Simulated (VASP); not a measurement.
# InP (I4/mmm) in VASP: further runs

Runs on InP. Level: PBEsol. Tasks: single point.

Everything below comes from runs of VASP 6.6.1. Logs are shortened: lines on timing, memory, paths and dates and some standing lists are left out, and cuts for length are marked.

**1. The cell of the first run**

The structure is tetragonal, space group I4/mmm (No. 139). Conventional cell: a = 4.386 Å, b = 4.386 Å, c = 4.838 Å, α = 90.00°, β = 90.00°, γ = 90.00°. Within 3.2 Å of In (site symmetry 4/mmm) lie 6 P at 2.42 to 3.10 Å. P (site symmetry 4/mmm) has 6 In at 2.42 to 3.10 Å within 3.2 Å.

**2. Single point, PBEsol**

File INCAR:

```
SYSTEM = InP
PREC = Accurate
ENCUT = 520
EDIFF = 1E-7
ISMEAR = 0
SIGMA = 0.15
LREAL = .False.
LASPH = .True.
NELM = 60
ALGO = Normal
ISIF = 2
LWAVE = .False.
LCHARG = .False.
GGA = PS
NBANDS = 16
```

File KPOINTS:

```
regular mesh
0
Gamma
  16 16 16
  0 0 0
```

File POSCAR:

```
InP
1.0
    0.0000000000      3.1015199451      2.4191855572
    3.1015199451      0.0000000000      2.4191855572
    3.1015199451      3.1015199451      0.0000000000
In P
1 1
Direct
    0.0000000000      0.0000000000      0.0000000000
    0.5000000000      0.5000000000      0.5000000000
```

Potentials or basis: VASP PAW PBE potentials, release 64 (In_d, P).

Launch:

```console
> cat potpaw_PBE.64/In_d/POTCAR potpaw_PBE.64/P/POTCAR > POTCAR
> mpirun -np 1 vasp_std > vasp.out
```

OUTCAR:

```text
SYSTEM = InP
   PREC = Accurate
   ENCUT = 520
   EDIFF = 1E-7
   ISMEAR = 0
   LREAL = .False.
   LASPH = .True.
   NELM = 60
   ISIF = 2
   GGA = PS

 ion  position               nearest neighbor table
   1  0.000  0.000  0.000-   2 2.42   2 2.42   2 3.10   2 3.10   2 3.10   2 3.10
   2  0.500  0.500  0.500-   1 2.42   1 2.42   1 3.10   1 3.10   1 3.10   1 3.10

  LATTYP: Found a body centered tetragonal cell.
 ALAT       =     4.3862115703
 C/A-ratio  =     1.1030865787

  Lattice vectors:

 A1 = (   0.0000000000,  -3.1015199451,  -2.4191855572)
 A2 = (   0.0000000000,   3.1015199451,  -2.4191855572)
 A3 = (   3.1015199451,   0.0000000000,   2.4191855572)

Analysis of symmetry for initial positions (statically):
=====================================================================
 Subroutine PRICEL returns:
 Original cell was already a primitive cell.

 Routine SETGRP: Setting up the symmetry group for a
 body centered tetragonal supercell.

 Subroutine GETGRP returns: Found 16 space group operations
 (whereof 16 operations were pure point group operations)
 out of a pool of 16 trial point group operations.

The static configuration has the point symmetry D_4h.

Analysis of symmetry for dynamics (positions and initial velocities):
=====================================================================
 Subroutine PRICEL returns:
 Original cell was already a primitive cell.

 Routine SETGRP: Setting up the symmetry group for a
 body centered tetragonal supercell.

 Subroutine GETGRP returns: Found 16 space group operations
 (whereof 16 operations were pure point group operations)
 out of a pool of 16 trial point group operations.

The dynamic configuration has the point symmetry D_4h.

 Subroutine INISYM returns: Found 16 space group operations
 (whereof 16 operations are pure point group operations),
 and found     1 'primitive' translations

----------------------------------------------------------------------------------------

                                     Primitive cell

  volume of cell :      46.5424

  direct lattice vectors                    reciprocal lattice vectors
     0.000000000  3.101519945  2.419185557    -0.161211280  0.161211280  0.206681128
     3.101519945  0.000000000  2.419185557     0.161211280 -0.161211280  0.206681128
     3.101519945  3.101519945  0.000000000     0.161211280  0.161211280 -0.206681128

  length of vectors
[... 82 lines left out ...]
   EDIFF  = 0.1E-06   stopping-criterion for ELM
   LREAL  =      F    real-space projection
   EDIFFG = 0.1E-05   stopping-criterion for IOM
   NSW    =      0    number of steps for IOM
   IBRION =     -1    ionic relax: 0-MD 1-quasi-New 2-CG
   NFREE  =      0    steps in history (QN), initial steepest desc. (CG)
   ISIF   =      2    stress and relaxation
   ISYM   =      2    0-nonsym 1-usesym 2-fastsym
   POTIM  = 0.5000    time-step for ionic-motion
   TEBEG  =    0.0;   TEEND  =   0.0 temperature during run
   PSTRESS=    0.0 pullay stress
   NELECT =      18.0000    total number of electrons
   NUPDOWN=      -1.0000    fix difference up-down
   EMIN   =  10.00;   EMAX   =-10.00  energy-range for DOS
   EFERMI =   0.00;   METHOD = LEGACY
   ISMEAR =     0;   SIGMA  =   0.15  broadening in eV -4-tet -1-fermi 0-gaus
   EFERMI_NEDOS =   21; number of points for ismear=-14 and -15
   IALGO  =     38    algorithm
   IMIX   =      4    mixing-type and parameters
     AMIX     =   0.40;   BMIX     =  1.00
     AMIX_MAG =   1.60;   BMIX_MAG =  1.00
  volume/ion in A,a.u.               =      23.27       157.04
  Fermi-wavevector in a.u.,A,eV,Ry     =   1.192750  2.253971 19.356375  1.422653
  Thomas-Fermi vector in A             =   2.328781
   LORBIT       =      0    0 simple, 1 ext, 2 COOP (PROOUT), +10 PAW based schemes
   GGA     = PS    functional components
   LHFCALC =     F    Hartree Fock is set to
   AEXX    =    0.0000 exact exchange contribution
   IVDW    =     0    specifies the selected vdW correction
   LEPSILON=     F    determine dielectric tensor
   LRPA    =     F    only Hartree local field effects (RPA)
 non-spin polarized calculation
 Gauss-broadening in eV      SIGMA  =   0.15
  energy-cutoff  :      520.00
  volume of cell :       46.54
 maximum number of plane-waves:      1277
 NGX is ok and might be reduce to    30

 number of electron      17.9999998 magnetization

 Free energy of the ion-electron system (eV)
  ---------------------------------------------------
  ext. energy  EPLUGINS =         0.00000000
  ---------------------------------------------------
  free energy    TOTEN  =        -8.08270205 eV

  energy without entropy =       -8.06734879  energy(sigma->0) =       -8.07502542

 E-fermi :   5.8445     XC(G=0): -10.0622

 val. band max:        5.8424991913   @ k =  -0.2500  -0.0000   0.0625
 cond. band min:       5.8502784646   @ k =   0.1875   0.1250   0.0625
 fundamental gap:      0.0077792732
 Fermi energy:         5.8445459433

 k-point     1 :       0.0000    0.0000    0.0000
  band No.  band energies     occupation
      1      -8.7806      2.00000
      2      -8.4328      2.00000
      3      -8.4328      2.00000
      4      -8.3889      2.00000
      5      -8.3279      2.00000
      6      -5.5442      2.00000
[... 433 lines left out ...]
      3      -8.4286      2.00000
      4      -8.3884      2.00000
      5      -8.3272      2.00000
      6      -5.4457      2.00000
[... 8 lines left out ...]
     15      14.6323      0.00000
     16      14.7808      0.00000

 [... further k-points ...]

------------------------ aborting loop because EDIFF is reached ----------------------------------------

  FORCE on cell =-STRESS in cart. coord.  units (eV):
  Direction    XX          YY          ZZ          XY          YZ          ZX
  --------------------------------------------------------------------------------------
  -------------------------------------------------------------------------------------
  Total       -2.6850134     -2.6850134      5.3311417      0.0000000      0.0000000     -0.0000000
  in kB      -92.4290953    -92.4290953    183.5196073      0.0000000      0.0000000     -0.0000000
  external PRESSURE =      -0.4461944 kB  Pullay stress =       0.0000000 kB

 VOLUME and BASIS-vectors are now :
 -----------------------------------------------------------------------------
  energy-cutoff  :      520.00
  volume of cell :       46.54
      direct lattice vectors                 reciprocal lattice vectors
     0.000000000  3.101519945  2.419185557    -0.161211280  0.161211280  0.206681128
     3.101519945  0.000000000  2.419185557     0.161211280 -0.161211280  0.206681128
     3.101519945  3.101519945  0.000000000     0.161211280  0.161211280 -0.206681128

 POSITION                                       TOTAL-FORCE (eV/Angst)
 -----------------------------------------------------------------------------------
      0.00000      0.00000      0.00000        -0.000000      0.000000     -0.000000
      3.10152      3.10152      2.41919         0.000000      0.000000      0.000000
 -----------------------------------------------------------------------------------
    total drift:                               -0.000000      0.000000      0.000000

  FREE ENERGIE OF THE ION-ELECTRON SYSTEM (eV)
  ---------------------------------------------------
  free  energy   TOTEN  =        -8.0827020471 eV

  energy  without entropy=       -8.0673487895  energy(sigma->0) =       -8.07502542
```

It took 1.9 min on 1 thread of Intel Xeon 6975P-C (Granite Rapids), shared host; peak memory 0.37 GiB.

Results:

* Free energy: -8.0827 eV
* Pressure: 0.0 GPa
* Band gap on the k mesh: zero (bands 9 and 10 overlap by 3.15 eV)

Stress tensor (GPa, compression positive):
```
-9.24  0.00  0.00
 0.00 -9.24  0.00
 0.00  0.00 18.35
```

Levels at points of the mesh, in eV from the Fermi level:
| k point | band 7 | band 8 | band 9 | band 10 | band 11 | band 12 |
| --- | --- | --- | --- | --- | --- | --- |
| (0.00, 0.00, 0.00) | -1.89 | 0.34 | 0.38 | 0.38 | 6.00 | 6.00 |
| (0.50, 0.00, 0.00) | -6.47 | -0.27 | 0.11 | 1.61 | 2.43 | 5.73 |
| (0.50, 0.50, 0.00) | -4.52 | -2.94 | -2.78 | -2.78 | 3.30 | 8.54 |
| (0.50, 0.00, 0.50) | -4.54 | -3.10 | -1.45 | -0.39 | 4.68 | 6.31 |

Caveat: the stress differs along the axes, from -9 to 18 GPa; the PAW data sets were made with another functional, which shifts forces and pressure a little; spin-orbit coupling is left out, which moves the levels of the heavy elements.

**3. Single point, PBEsol**

This run uses another cell than the first one, of the same volume but with other edges.

File INCAR:

```
ALGO = Normal
EDIFF = 1E-7
ENCUT = 520
GGA = PS
ISIF = 2
ISMEAR = 0
LASPH = True
LCHARG = False
LREAL = False
LWAVE = False
NBANDS = 16
NELM = 80
PREC = Accurate
SIGMA = 0.15
```

File KPOINTS:

```
k-points
0
Gamma
  16 16 16
```

File POSCAR:

```
InP
1.0
    0.0000000000      2.6159232338      3.4007002039
    2.6159232338      0.0000000000      3.4007002039
    2.6159232338      2.6159232338      0.0000000000
In P
1 1
Direct
    0.0000000000      0.0000000000      0.0000000000
    0.5000000000      0.5000000000      0.5000000000
```

Potentials or basis: VASP PAW PBE potentials, release 64 (In_d, P).

Launch:

```console
> cat potpaw_PBE.64/In_d/POTCAR potpaw_PBE.64/P/POTCAR > POTCAR
> mpirun -np 1 vasp_std > vasp.out
```

Run time: 78 s. Hardware: 1 thread of Intel Xeon 6975P-C (Granite Rapids), shared host; peak memory 0.37 GiB.

It converged, with:

```
Free energy            : -8.3499 eV
Pressure               : -1.7 GPa
Band gap on the k mesh : zero (bands 9 and 10 overlap by 1.97 eV)
```

Stress tensor (GPa, compression positive):
```
 1.82  0.00  0.00
 0.00  1.82  0.00
 0.00  0.00 -8.60
```

Levels at points of the mesh, in eV from the Fermi level:
| k point | band 5 | band 6 | band 7 | band 8 | band 9 | band 10 | band 11 | band 12 | band 13 | band 14 |
| --- | --- | --- | --- | --- | --- | --- | --- | --- | --- | --- |
| (0.00, 0.00, 0.00) | -14.20 | -11.59 | -0.94 | -0.94 | 0.04 | 0.28 | 5.25 | 6.08 | 6.20 | 8.02 |
| (0.50, 0.00, 0.00) | -14.15 | -9.90 | -6.60 | -0.54 | 0.70 | 1.41 | 3.82 | 4.21 | 5.46 | 10.16 |
| (0.50, 0.50, 0.00) | -14.16 | -10.33 | -4.40 | -1.64 | -1.64 | -0.69 | 4.63 | 7.60 | 10.32 | 10.32 |
| (0.50, 0.00, 0.50) | -14.07 | -8.09 | -4.75 | -3.79 | -3.08 | -1.00 | 3.90 | 5.81 | 9.39 | 10.20 |

Caveat: the stress differs along the axes, from -9 to 2 GPa; the PAW data sets were made with another functional, which shifts forces and pressure a little; spin-orbit coupling is left out, which moves the levels of the heavy elements.

(Continued in part 2 of 2.)
